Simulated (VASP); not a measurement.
Input of a VASP 6.6.1 run:

Contents of INCAR:

```
ALGO = Normal ; EDIFF = 1E-7
ENCUT = 520 ; GGA = PE
ISIF = 2 ; ISMEAR = 0
ISPIN = 2 ; LASPH = True
LCHARG = False ; LORBIT = 11
LREAL = Auto ; LWAVE = False
MAGMOM = 0 0 0 0 0 0 0 0.25 0 0 0 0.25 0.25 0 0.25 ; NBANDS = 48
NELM = 150 ; PREC = Accurate
SIGMA = 0.01
```

KPOINTS

```
k-points
0
Gamma
  2 2 2
```

The input POSCAR:

```
Al7N8
1.0
    0.0000000000      0.0000000000      5.0179604226
   -3.1302455678      5.4217443637      0.0000000000
   -3.1302455678     -5.4217443637      0.0000000000
Al N
7 8
Direct
    1.0002061949      0.6444757398      0.3214719167
    1.0002395068      0.1772384968      0.8542860056
    1.0142368794      0.6914753219      0.8072078313
    0.4959450047      0.8191390177      0.1522771369
    0.5006867714      0.3279841983      0.1706849952
    0.4955663724      0.8435085528      0.6551775553
    0.4959328419      0.3464100319      0.6795797911
    0.4687532515      0.1574220994      0.3412833687
    0.3729178050      0.6617656843      0.3264793021
    0.3729468729      0.1722159632      0.8369411333
    0.3760891141      0.6784909278      0.8201794135
    0.8508135794      0.6960690751      0.0721699057
    0.8732625948      0.3230535948      0.1756900431
    0.8746839720      0.8509892476      0.6477364970
    0.8507787678      0.4265727256      0.8027489206
```

Potentials or basis: VASP PAW PBE potentials, release 64 (Al, N).

The run is started by

```bash
$ cat potpaw_PBE.64/Al/POTCAR potpaw_PBE.64/N/POTCAR > POTCAR
$ mpirun -np 1 vasp_std > vasp.out
```

(1) What does it give for the net moment?

(2) Estimate the largest force.

(3) What does it give for the band gap on the k mesh?

## Answers

(1) 1.00 μB per cell.

(2) 0.028 eV/Å.

(3) 0.60 eV.

Caveat: the k points lie up to 0.63 Å⁻¹ apart; the cell differs from its parent crystal (atoms taken out, then relaxed in part); semilocal functionals underestimate gaps, and a narrow one can read as zero.
